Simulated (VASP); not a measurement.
# NiSb (P6_3/mmc) in VASP: single point with PBE

Aim: the single point of NiSb with PBE.

All numbers are computed with VASP 6.6.1; they aren't measurements. Logs are shortened: lines on timing, memory, paths and dates and some standing lists are left out, and cuts for length are marked.

**1. The cell of the first run**

Symmetry: P6_3/mmc, No. 194, hexagonal system. The conventional cell has a = 3.975 Å, b = 3.975 Å, c = 5.160 Å, α = 90.00°, β = 90.00°, γ = 120.00°. Ni (site symmetry -3m) has 2 Ni at 2.58 Å and 6 Sb at 2.63 Å within 3.4 Å. Sb (site symmetry -6m2) has 6 Ni at 2.63 Å and 6 Sb at 3.45 Å within 3.5 Å.

**2. Single point, PBE**

File INCAR:

```
PREC = Accurate
ENCUT = 520
EDIFF = 1E-6
ISMEAR = 0
SIGMA = 0.1
LREAL = F
LASPH = T
NELM = 100
ALGO = Fast
ISIF = 2
LWAVE = F
LCHARG = T
GGA = PE
LELF = T
LVHAR = T
NBANDS = 23
```

File KPOINTS:

```
Automatic mesh
0
Gamma
  15 15 10
```

File POSCAR:

```
NiSb
1.0
    3.9747648906      0.0000000000      0.0000000000
   -1.9873824453      3.4422473694      0.0000000000
    0.0000000000      0.0000000000      5.1599242384
Ni Sb
2 2
Direct
    0.0000000000      0.0000000000      0.0000000000
    0.0000000000      0.0000000000      0.5000000000
    0.3333333333      0.6666666667      0.2500000000
    0.6666666667      0.3333333333      0.7500000000
```

Potentials or basis: VASP PAW PBE potentials, release 64 (Ni, Sb).

Run with:

```
$ cat potpaw_PBE.64/Ni/POTCAR potpaw_PBE.64/Sb/POTCAR > POTCAR
$ mpirun -np 1 vasp_std > vasp.out
```

OUTCAR:

```text
PREC = Accurate
   ENCUT = 520
   EDIFF = 1E-6
   ISMEAR = 0
   LREAL = F
   LASPH = T
   NELM = 100
   ISIF = 2
   GGA = PE

 ion  position               nearest neighbor table
   1  0.000  0.000  0.000-   2 2.58   2 2.58   4 2.63   3 2.63   4 2.63   3 2.63   4 2.63   3 2.63

   2  0.000  0.000  0.500-   1 2.58   1 2.58   4 2.63   3 2.63   4 2.63   3 2.63   4 2.63   3 2.63

   3  0.333  0.667  0.250-   1 2.63   2 2.63   1 2.63   2 2.63   1 2.63   2 2.63   4 3.45   4 3.45
                             4 3.45   4 3.45   4 3.45   4 3.45
   4  0.667  0.333  0.750-   1 2.63   2 2.63   1 2.63   2 2.63   1 2.63   2 2.63   3 3.45   3 3.45
                             3 3.45   3 3.45   3 3.45   3 3.45

  LATTYP: Found a hexagonal cell.
 ALAT       =     3.9747648906
 C/A-ratio  =     1.2981709310

  Lattice vectors:

 A1 = (   3.9747648906,   0.0000000000,   0.0000000000)
 A2 = (  -1.9873824453,   3.4422473694,   0.0000000000)
 A3 = (   0.0000000000,   0.0000000000,   5.1599242384)

Analysis of symmetry for initial positions (statically):
=====================================================================
 Subroutine PRICEL returns:
 Original cell was already a primitive cell.

 Routine SETGRP: Setting up the symmetry group for a
 hexagonal supercell.

 Subroutine GETGRP returns: Found 24 space group operations
 (whereof 12 operations were pure point group operations)
 out of a pool of 24 trial point group operations.

The static configuration has the point symmetry D_3d.
 The point group associated with its full space group is D_6h.

Analysis of symmetry for dynamics (positions and initial velocities):
=====================================================================
 Subroutine PRICEL returns:
 Original cell was already a primitive cell.

 Routine SETGRP: Setting up the symmetry group for a
 hexagonal supercell.

 Subroutine GETGRP returns: Found 24 space group operations
 (whereof 12 operations were pure point group operations)
 out of a pool of 24 trial point group operations.

The dynamic configuration has the point symmetry D_3d.
 The point group associated with its full space group is D_6h.

 Subroutine INISYM returns: Found 24 space group operations
 (whereof 12 operations are pure point group operations),
 and found     1 'primitive' translations

----------------------------------------------------------------------------------------

                                     Primitive cell

  volume of cell :      70.5987

  direct lattice vectors                    reciprocal lattice vectors
     3.974764891  0.000000000  0.000000000     0.251587208  0.145253942  0.000000000
    -1.987382445  3.442247369  0.000000000     0.000000000  0.290507884  0.000000000
     0.000000000  0.000000000  5.159924238     0.000000000  0.000000000  0.193801295

  length of vectors
     3.974764891  3.974764891  5.159924238     0.290507884  0.290507884  0.193801295

  position of ions in fractional coordinates (direct lattice)
     0.000000000  0.000000000  0.000000000
     0.000000000  0.000000000  0.500000000
     0.333333333  0.666666667  0.250000000
     0.666666667  0.333333333  0.750000000

  ion indices of the primitive-cell ions
   primitive index   ion index
                 1           1
                 2           2
                 3           3
                 4           4

----------------------------------------------------------------------------------------

 KPOINTS: Automatic mesh

Automatic generation of k-mesh.
 Grid dimensions read from file:
 generate k-points for:   15   15   10

 Generating k-lattice:

  Cartesian coordinates                     Fractional coordinates (reciprocal lattice)
     0.016772481  0.009683596  0.000000000     0.066666667  0.000000000  0.000000000
     0.000000000  0.019367192  0.000000000     0.000000000  0.066666667  0.000000000
     0.000000000  0.000000000  0.019380130     0.000000000  0.000000000  0.100000000

  Length of vectors
     0.019367192  0.019367192  0.019380130

  Shift w.r.t. Gamma in fractional coordinates (k-lattice)
     0.000000000  0.000000000  0.000000000

 Subroutine IBZKPT returns following result:
 ===========================================

 Found    162 irreducible k-points:

 Following reciprocal coordinates:
            Coordinates               Weight
  0.000000  0.000000  0.000000      1.000000
  0.066667 -0.000000  0.000000      6.000000
  0.133333  0.000000  0.000000      6.000000
  0.200000  0.000000  0.000000      6.000000
  0.266667  0.000000  0.000000      6.000000
  0.333333 -0.000000  0.000000      6.000000
[... 16 lines left out ...]
  0.333333  0.200000  0.000000     12.000000
  0.400000  0.200000  0.000000      6.000000
 [... further k-points ...]
   k-points           NKPTS =    162   k-points in BZ     NKDIM =    162   number of bands    NBANDS=     23
   number of dos      NEDOS =    301   number of ions     NIONS =      4
   total plane-waves  NPLWV =  36000
   dimension x,y,z NGX =    30 NGY =   30 NGZ =   40
   dimension x,y,z NGXF=    60 NGYF=   60 NGZF=   80
   ions per type =               2   2
   NGX,Y,Z   is equivalent  to a cutoff of  12.55, 12.55, 12.89 a.u.
   NGXF,Y,Z  is equivalent  to a cutoff of  25.10, 25.10, 25.77 a.u.
 SYSTEM =  unknown system
   PREC   = accura    normal or accurate (medium, high low for compatibility)
   ISTART =      0    job   : 0-new  1-cont  2-samecut
   ICHARG =      2    charge: 1-file 2-atom 10-const
   ISPIN  =      1    spin polarized calculation?
   LNONCOLLINEAR =      F non collinear calculations
   LSORBIT =      F    spin-orbit coupling
   LASPH  =      T    aspherical Exc in radial PAW
   ENCUT  =  520.0 eV  38.22 Ry    6.18 a.u.   7.39  7.39  9.59*2*pi/ulx,y,z
   NELM   =    100;   NELMIN=  2; NELMDL= -5     # of ELM steps
   EDIFF  = 0.1E-05   stopping-criterion for ELM
   LREAL  =      F    real-space projection
   EDIFFG = 0.1E-04   stopping-criterion for IOM
   NSW    =      0    number of steps for IOM
   IBRION =     -1    ionic relax: 0-MD 1-quasi-New 2-CG
   NFREE  =      0    steps in history (QN), initial steepest desc. (CG)
   ISIF   =      2    stress and relaxation
   ISYM   =      2    0-nonsym 1-usesym 2-fastsym
   POTIM  = 0.5000    time-step for ionic-motion
   TEBEG  =    0.0;   TEEND  =   0.0 temperature during run
   PSTRESS=    0.0 pullay stress
   NELECT =      30.0000    total number of electrons
   NUPDOWN=      -1.0000    fix difference up-down
   EMIN   =  10.00;   EMAX   =-10.00  energy-range for DOS
   EFERMI =   0.00;   METHOD = LEGACY
   ISMEAR =     0;   SIGMA  =   0.10  broadening in eV -4-tet -1-fermi 0-gaus
   EFERMI_NEDOS =   21; number of points for ismear=-14 and -15
   IALGO  =     68    algorithm
   IMIX   =      4    mixing-type and parameters
     AMIX     =   0.40;   BMIX     =  1.00
     AMIX_MAG =   1.60;   BMIX_MAG =  1.00
  volume/ion in A,a.u.               =      17.65       119.11
  Fermi-wavevector in a.u.,A,eV,Ry     =   1.230787  2.325851 20.610610  1.514837
  Thomas-Fermi vector in A             =   2.365622
   LORBIT       =      0    0 simple, 1 ext, 2 COOP (PROOUT), +10 PAW based schemes
   GGA     = PE    functional components
   LHFCALC =     F    Hartree Fock is set to
   AEXX    =    0.0000 exact exchange contribution
   IVDW    =     0    specifies the selected vdW correction
   LEPSILON=     F    determine dielectric tensor
   LRPA    =     F    only Hartree local field effects (RPA)
 non-spin polarized calculation
 RMM-DIIS sequential band-by-band and
 Gauss-broadening in eV      SIGMA  =   0.10
  energy-cutoff  :      520.00
  volume of cell :       70.60
 maximum number of plane-waves:      1926
 NGX is ok and might be reduce to    30
   NGX = 15   NGY = 15   NGZ = 19

 number of electron      30.0000012 magnetization

 Free energy of the ion-electron system (eV)
  ---------------------------------------------------
  ext. energy  EPLUGINS =         0.00000000
  ---------------------------------------------------
  free energy    TOTEN  =       -20.31306802 eV

  energy without entropy =      -20.30140490  energy(sigma->0) =      -20.30723646

 E-fermi :   9.5928     XC(G=0): -11.3753

 val. band max:        9.5870695740   @ k =   0.4000   0.1333   0.0000
 cond. band min:       9.5932161486   @ k =   0.0000   0.0000   0.0000
 fundamental gap:      0.0061465746
 Fermi energy:         9.5928123540

 k-point     1 :       0.0000    0.0000    0.0000
  band No.  band energies     occupation
      1      -3.1357      2.00000
      2       1.2519      2.00000
      3       3.5600      2.00000
      4       5.8147      2.00000
      5       5.8147      2.00000
      6       6.5719      2.00000
[... 15 lines left out ...]
     22      15.9340      0.00000
     23      17.4369      0.00000

 k-point     2 :       0.0667   -0.0000    0.0000
  band No.  band energies     occupation
      1      -3.0816      2.00000
      2       1.2487      2.00000
      3       3.6212      2.00000
      4       5.8041      2.00000
      5       5.8262      2.00000
      6       6.5524      2.00000
[... 15 lines left out ...]
     22      16.0211      0.00000
     23      16.9647      0.00000

 k-point     3 :       0.1333    0.0000    0.0000
  band No.  band energies     occupation
      1      -2.9202      2.00000
      2       1.2329      2.00000
      3       3.8034      2.00000
      4       5.7552      2.00000
      5       5.8600      2.00000
      6       6.4718      2.00000
[... 15 lines left out ...]
     22      16.3016      0.00000
     23      16.3578      0.00000
[... 495 lines left out ...]
 k-point    23 :       0.3333    0.2000    0.0000
  band No.  band energies     occupation
      1      -0.8001      2.00000
      2       0.3407      2.00000
      3       3.6007      2.00000
      4       5.3977      2.00000
      5       5.6885      2.00000
      6       6.0898      2.00000
[... 15 lines left out ...]
     22      18.0418      0.00000
     23      18.7060      0.00000

 k-point    24 :       0.4000    0.2000    0.0000
  band No.  band energies     occupation
      1      -0.4924      2.00000
      2       0.0926      2.00000
      3       3.4453      2.00000
      4       5.4274      2.00000
      5       5.6356      2.00000
      6       6.4407      2.00000
[... 15 lines left out ...]
     22      18.3702      0.00000
     23      18.7554      0.00000

 [... further k-points ...]

------------------------ aborting loop because EDIFF is reached ----------------------------------------

  FORCE on cell =-STRESS in cart. coord.  units (eV):
  Direction    XX          YY          ZZ          XY          YZ          ZX
  --------------------------------------------------------------------------------------
  -------------------------------------------------------------------------------------
  Total       -0.1499369     -0.1499369     -0.0768910      0.0000000      0.0000000      0.0000000
  in kB       -3.4026883     -3.4026883     -1.7449741      0.0000000      0.0000000      0.0000000
  external PRESSURE =      -2.8501169 kB  Pullay stress =       0.0000000 kB

 VOLUME and BASIS-vectors are now :
 -----------------------------------------------------------------------------
  energy-cutoff  :      520.00
  volume of cell :       70.60
      direct lattice vectors                 reciprocal lattice vectors
     3.974764891  0.000000000  0.000000000     0.251587208  0.145253942  0.000000000
    -1.987382445  3.442247369  0.000000000     0.000000000  0.290507884  0.000000000
     0.000000000  0.000000000  5.159924238     0.000000000  0.000000000  0.193801295

 POSITION                                       TOTAL-FORCE (eV/Angst)
 -----------------------------------------------------------------------------------
      0.00000      0.00000      0.00000         0.000000     -0.000000     -0.000000
      0.00000      0.00000      2.57996         0.000000     -0.000000     -0.000000
     -0.00000      2.29483      1.28998        -0.000000     -0.000000     -0.000000
      1.98738      1.14742      3.86994         0.000000      0.000000      0.000000
 -----------------------------------------------------------------------------------
    total drift:                                0.000000      0.000000     -0.000000

  FREE ENERGIE OF THE ION-ELECTRON SYSTEM (eV)
  ---------------------------------------------------
  free  energy   TOTEN  =       -20.3130680151 eV

  energy  without entropy=      -20.3014049050  energy(sigma->0) =      -20.30723646
```

Run time: 5.1 min. Hardware: 1 thread of Intel Xeon Platinum 8259CL at 2.50GHz (Skylake/Cascade Lake), shared host; peak memory 0.36 GiB.

What came out:

```yaml
Free_energy: -20.3131 eV
Pressure: -0.3 GPa
Band_gap_on_the_k_mesh: zero (bands 15 and 16 overlap by 3.22 eV)
```

Caveat: spin-orbit coupling is left out, which moves the levels of the heavy elements.
